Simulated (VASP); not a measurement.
# I: single point with PBE

The system is I.

```
CELL_PARAMETERS angstrom
4.20520 0.00000 0.00000
-2.10260 3.64181 0.00000
0.00000 0.00000 2.91204
ATOMIC_POSITIONS crystal
I 0.00000 0.00000 0.00000
```

| Property | Result |
| --- | --- |
| Program | VASP 6.6.1 |
| Task | single point |
| Functional | PBE |
| Potentials or basis | VASP PAW PBE potentials, release 64 (I) |
| Cutoff | 520 eV |
| k mesh | 12 × 12 × 12 |
| Occupations | fermi-dirac, width 0.08 eV |
| Spin | no spin polarisation |
| Dipole correction | no |
| Further INCAR settings | ALGO = Normal; EDIFF = 1e-06; NBANDS = 10 |

* Pressure: 0.9 GPa

Stress tensor (GPa, compression positive):
```
0.97 0.00 0.00
0.00 0.97 0.00
0.00 0.00 0.82
```

Levels at points of the mesh, in eV from the Fermi level:
```tsv
k point	band 1	band 2	band 3	band 4	band 5	band 6	band 7	band 8
(0.00, 0.00, 0.00)	-13.63	-1.55	-1.55	3.40	4.30	7.93	7.93	9.76
(0.50, 0.00, 0.00)	-13.33	-3.71	-2.06	3.62	5.02	10.17	10.66	12.77
(0.00, 0.00, 0.50)	-11.06	-5.75	0.41	0.41	8.36	8.51	8.51	8.61
(0.50, 0.00, 0.50)	-10.76	-5.43	-1.41	-0.02	4.68	7.57	8.46	10.05
```

Wall time 50 s on 1 thread of AMD EPYC 7R43 64-Core Processor (Zen 3), with other jobs on the host, peak memory 0.16 GiB.

Caveat: spin-orbit coupling is left out, which moves the levels of the heavy elements; an odd number of electrons without spin polarisation forces a metal; a magnetic or distorted state may lie lower.
